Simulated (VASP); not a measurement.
# Ti2O (P6_3/mmc) in VASP: relaxation of cell and atoms with r2SCAN

Aim: the relaxation of cell and atoms of Ti2O with r2SCAN.

All numbers are computed with VASP 6.6.1; they aren't measurements. Logs are shortened: lines on timing, memory, paths and dates and some standing lists are left out, and cuts for length are marked.

### Step 1. The cell of the first run

It takes space group P6_3/mmc (No. 194, hexagonal). Conventional cell: a = 2.904 Å, b = 2.904 Å, c = 10.021 Å, α = 90.00°, β = 90.00°, γ = 120.00°. Within 3.0 Å of Ti (site symmetry 3m) lie 3 O at 2.18 Å and 10 Ti at 2.78 to 2.90 Å. O (site symmetry -6m2) has 6 Ti at 2.18 Å and 6 O at 2.90 Å within 3.0 Å.

### Step 2. Relaxation of cell and atoms, r2SCAN

File POSCAR:

```
Ti2O
1.0
    2.9037497861      0.0000000000      0.0000000000
   -1.4518748931      2.5147210810      0.0000000000
    0.0000000000      0.0000000000     10.0206596418
Ti O
4 2
Direct
    0.6666666667      0.3333333333      0.8891650196
    0.3333333333      0.6666666667      0.3891650196
    0.6666666667      0.3333333333      0.6108349804
    0.3333333333      0.6666666667      0.1108349804
    0.0000000000      0.0000000000      0.7500000000
    0.0000000000      0.0000000000      0.2500000000
```

File INCAR.step1:

```
ALGO = Normal
EDIFF = 1E-4
ENCUT = 600
GGA = PE
ISMEAR = 0
LASPH = T
LCHARG = F
LREAL = F
LWAVE = T
NELM = 80
PREC = Accurate
SIGMA = 0.1
```

File INCAR.step2:

```
ALGO = Normal
EDIFF = 1E-7
EDIFFG = -0.01
ENCUT = 600
IBRION = 2
ISIF = 3
ISMEAR = 0
ISTART = 1
LASPH = T
LCHARG = F
LMIXTAU = T
LREAL = F
LWAVE = F
METAGGA = R2SCAN
NELM = 80
NSW = 80
PREC = Accurate
SIGMA = 0.1
```

File KPOINTS:

```
k-points
0
Gamma
  12 12 4
```

Potentials or basis: VASP PAW PBE potentials, release 64 (Ti_sv, O).

Started as:

```
$ cat potpaw_PBE.64/Ti_sv/POTCAR potpaw_PBE.64/O/POTCAR > POTCAR
$ cp INCAR.step1 INCAR
$ mpirun -np 1 vasp_std > vasp.out
$ cp INCAR.step2 INCAR
$ mpirun -np 1 vasp_std > vasp.out
```

OUTCAR:

```text
EDIFF = 1E-7
   EDIFFG = -0.01
   ENCUT = 600
   IBRION = 2
   ISIF = 3
   ISMEAR = 0
   ISTART = 1
   LASPH = T
   LREAL = F
   METAGGA = R2SCAN
   NELM = 80
   NSW = 80
   PREC = Accurate

 ion  position               nearest neighbor table
   1  0.667  0.333  0.889-   5 2.18   5 2.18   5 2.18   4 2.78   4 2.78   4 2.78   3 2.79
   2  0.333  0.667  0.389-   6 2.18   6 2.18   6 2.18   3 2.78   3 2.78   3 2.78   4 2.79
   3  0.667  0.333  0.611-   5 2.18   5 2.18   5 2.18   2 2.78   2 2.78   2 2.78   1 2.79
   4  0.333  0.667  0.111-   6 2.18   6 2.18   6 2.18   1 2.78   1 2.78   1 2.78   2 2.79
   5  0.000  0.000  0.750-   1 2.18   3 2.18   1 2.18   3 2.18   1 2.18   3 2.18
   6  0.000  0.000  0.250-   2 2.18   4 2.18   2 2.18   4 2.18   2 2.18   4 2.18

  LATTYP: Found a hexagonal cell.
 ALAT       =     2.9037497861
 C/A-ratio  =     3.4509377116

  Lattice vectors:

 A1 = (   2.9037497861,   0.0000000000,   0.0000000000)
 A2 = (  -1.4518748931,   2.5147210810,   0.0000000000)
 A3 = (   0.0000000000,   0.0000000000,  10.0206596418)

Analysis of symmetry for initial positions (statically):
=====================================================================
 Subroutine PRICEL returns:
 Original cell was already a primitive cell.

 Routine SETGRP: Setting up the symmetry group for a
 hexagonal supercell.

 Subroutine GETGRP returns: Found 24 space group operations
 (whereof 12 operations were pure point group operations)
 out of a pool of 24 trial point group operations.

The static configuration has the point symmetry D_3d.
 The point group associated with its full space group is D_6h.

Analysis of symmetry for dynamics (positions and initial velocities):
=====================================================================
 Subroutine PRICEL returns:
 Original cell was already a primitive cell.

 Routine SETGRP: Setting up the symmetry group for a
 hexagonal supercell.

 Subroutine GETGRP returns: Found 24 space group operations
 (whereof 12 operations were pure point group operations)
 out of a pool of 24 trial point group operations.

The dynamic configuration has the point symmetry D_3d.
 The point group associated with its full space group is D_6h.

 Subroutine INISYM returns: Found 24 space group operations
 (whereof 12 operations are pure point group operations),
 and found     1 'primitive' translations

----------------------------------------------------------------------------------------

                                     Primitive cell

  volume of cell :      73.1721

  direct lattice vectors                    reciprocal lattice vectors
[... 101 lines left out ...]
   ISIF   =      3    stress and relaxation
   ISYM   =      2    0-nonsym 1-usesym 2-fastsym
   POTIM  = 0.5000    time-step for ionic-motion
   TEBEG  =    0.0;   TEEND  =   0.0 temperature during run
   PSTRESS=    0.0 pullay stress
   NELECT =      60.0000    total number of electrons
   NUPDOWN=      -1.0000    fix difference up-down
   EMIN   =  10.00;   EMAX   =-10.00  energy-range for DOS
   EFERMI =   0.00;   METHOD = LEGACY
   ISMEAR =     0;   SIGMA  =   0.10  broadening in eV -4-tet -1-fermi 0-gaus
   EFERMI_NEDOS =   21; number of points for ismear=-14 and -15
   IALGO  =     38    algorithm
   IMIX   =      4    mixing-type and parameters
     AMIX     =   0.40;   BMIX     =  1.00
     AMIX_MAG =   1.60;   BMIX_MAG =  1.00
  volume/ion in A,a.u.               =      12.20        82.30
  Fermi-wavevector in a.u.,A,eV,Ry     =   1.532299  2.895625 31.945660  2.347940
  Thomas-Fermi vector in A             =   2.639524
   LORBIT       =      0    0 simple, 1 ext, 2 COOP (PROOUT), +10 PAW based schemes
   METAGGA = R2SCAN    functional components
   LHFCALC =     F    Hartree Fock is set to
   AEXX    =    0.0000 exact exchange contribution
   IVDW    =     0    specifies the selected vdW correction
   LEPSILON=     F    determine dielectric tensor
   LRPA    =     F    only Hartree local field effects (RPA)
 conjugate gradient relaxation of ions
 non-spin polarized calculation
 Gauss-broadening in eV      SIGMA  =   0.10
  energy-cutoff  :      600.00
  volume of cell :       73.17
 maximum number of plane-waves:      2462
 NGX is ok and might be reduce to    24
   NGX = 11   NGY = 11   NGZ = 41

--------------------------------------- Ionic step        1  -------------------------------------------

 number of electron      59.9999984 magnetization

 Free energy of the ion-electron system (eV)
  ---------------------------------------------------
  ext. energy  EPLUGINS =         0.00000000
  ---------------------------------------------------
  free energy    TOTEN  =       -75.17752935 eV

  energy without entropy =      -75.16483729  energy(sigma->0) =      -75.17118332

------------------------ aborting loop because EDIFF is reached ----------------------------------------

  FORCE on cell =-STRESS in cart. coord.  units (eV):
  Direction    XX          YY          ZZ          XY          YZ          ZX
  --------------------------------------------------------------------------------------
  -------------------------------------------------------------------------------------
  Total        0.3358917      0.3358917      0.3771260     -0.0000000      0.0000000     -0.0000000
  in kB        7.3546919      7.3546919      8.2575594     -0.0000000      0.0000000     -0.0000000
  external PRESSURE =       7.6556477 kB  Pullay stress =       0.0000000 kB
[... 67 lines left out ...]
--------------------------------------- Ionic step        3  -------------------------------------------

 number of electron      59.9999984 magnetization

 Free energy of the ion-electron system (eV)
  ---------------------------------------------------
  ext. energy  EPLUGINS =         0.00000000
  ---------------------------------------------------
  free energy    TOTEN  =       -75.17821182 eV

  energy without entropy =      -75.16545406  energy(sigma->0) =      -75.17183294

 E-fermi :   9.7256     XC(G=0): -13.0527

 val. band max:        9.7028184112   @ k =   0.4167   0.0833   0.2500
 cond. band min:       9.7258895027   @ k =   0.1667   0.0833   0.0000
 fundamental gap:      0.0230710915
 Fermi energy:         9.7256218368

 k-point     1 :       0.0000    0.0000    0.0000
  band No.  band energies     occupation
      1     -49.8274      2.00000
      2     -49.7893      2.00000
      3     -49.7271      2.00000
      4     -49.6881      2.00000
      5     -25.4846      2.00000
      6     -25.1301      2.00000
[... 925 lines left out ...]
     35      11.7848      0.00000
     36      12.0956      0.00000

 [... further k-points ...]
[... 5 lines left out ...]
  --------------------------------------------------------------------------------------
  -------------------------------------------------------------------------------------
  Total        0.0064526      0.0064526     -0.0222115     -0.0000000     -0.0000000      0.0000000
  in kB        0.1407397      0.1407397     -0.4844629     -0.0000000     -0.0000000      0.0000000
  external PRESSURE =      -0.0676611 kB  Pullay stress =       0.0000000 kB
[... 21 lines left out ...]
  FREE ENERGIE OF THE ION-ELECTRON SYSTEM (eV)
  ---------------------------------------------------
  free  energy   TOTEN  =       -75.1782118210 eV

  energy  without entropy=      -75.1654540619  energy(sigma->0) =      -75.17183294

 reached required accuracy - stopping structural energy minimisation
```

OUTCAR.step1:

```text
EDIFF = 1E-4
   ENCUT = 600
   GGA = PE
   ISMEAR = 0
[... 1176 lines left out ...]
      1.45187      0.83824      6.12097        -0.000000      0.000000      0.019233
     -0.00000      1.67648      1.11064         0.000000     -0.000000      0.019233
      0.00000      0.00000      7.51549         0.000000      0.000000      0.000000
      0.00000      0.00000      2.50516         0.000000     -0.000000      0.000000
 -----------------------------------------------------------------------------------
    total drift:                               -0.000000     -0.000000      0.000000

  FREE ENERGIE OF THE ION-ELECTRON SYSTEM (eV)
  ---------------------------------------------------
  free  energy   TOTEN  =       -51.5476622772 eV

  energy  without entropy=      -51.5348411420  energy(sigma->0) =      -51.54125171
```

It took 37 min on 1 thread of Oxide Virtual Turin-like, shared host; peak memory 0.29 GiB.

Results:

| Item | Value |
| --- | --- |
| Free energy | -75.1782 eV |
| Relaxed volume | 12.24 Å³/atom |
| Relaxed cell | a = 2.907 Å, b = 2.907 Å, c = 10.035 Å, α = 90.00°, β = 90.00°, γ = 120.00° |
| Space group after relaxing (to 0.1 Å) | P6_3/mmc (No. 194) |
| Energy gained by relaxing | 0.1 meV/atom |
| Ionic steps | 3 |
| Pressure after relaxing | 0.0 GPa |
| Largest force after relaxing | 0.005 eV/Å |
| Band gap on the k mesh | zero (bands 30 and 31 overlap by 1.02 eV) |

Forces in eV/Å, atoms in the order of the input:
```
Ti   0.000  0.000 -0.005
Ti   0.000  0.000 -0.005
Ti   0.000  0.000  0.005
Ti   0.000  0.000  0.005
O    0.000  0.000  0.000
O    0.000  0.000  0.000
```

Step by step:
```csv
step,energy change (eV),largest force (eV/Å),pressure (GPa),volume (Å³)
1,0.0000,0.0078,0.77,73.17
2,0.0003,0.0206,-0.89,73.79
3,-0.0007,0.0054,-0.01,73.46
```

Final structure:
```cif
data_structure
_symmetry_space_group_name_H-M 'P 1'
_symmetry_Int_Tables_number 1
_cell_length_a 2.9074
_cell_length_b 2.9074
_cell_length_c 10.0346
_cell_angle_alpha 90.000
_cell_angle_beta 90.000
_cell_angle_gamma 120.000
_cell_volume 73.46
loop_
_atom_site_label
_atom_site_type_symbol
_atom_site_fract_x
_atom_site_fract_y
_atom_site_fract_z
_atom_site_occupancy
Ti1 Ti 0.66667 0.33333 0.88918 1
Ti2 Ti 0.33333 0.66667 0.38918 1
Ti3 Ti 0.66667 0.33333 0.61082 1
Ti4 Ti 0.33333 0.66667 0.11082 1
O1 O 0.00000 0.00000 0.75000 1
O2 O 0.00000 0.00000 0.25000 1
```

Caveat: the PAW data sets were made with another functional, which shifts forces and pressure a little.
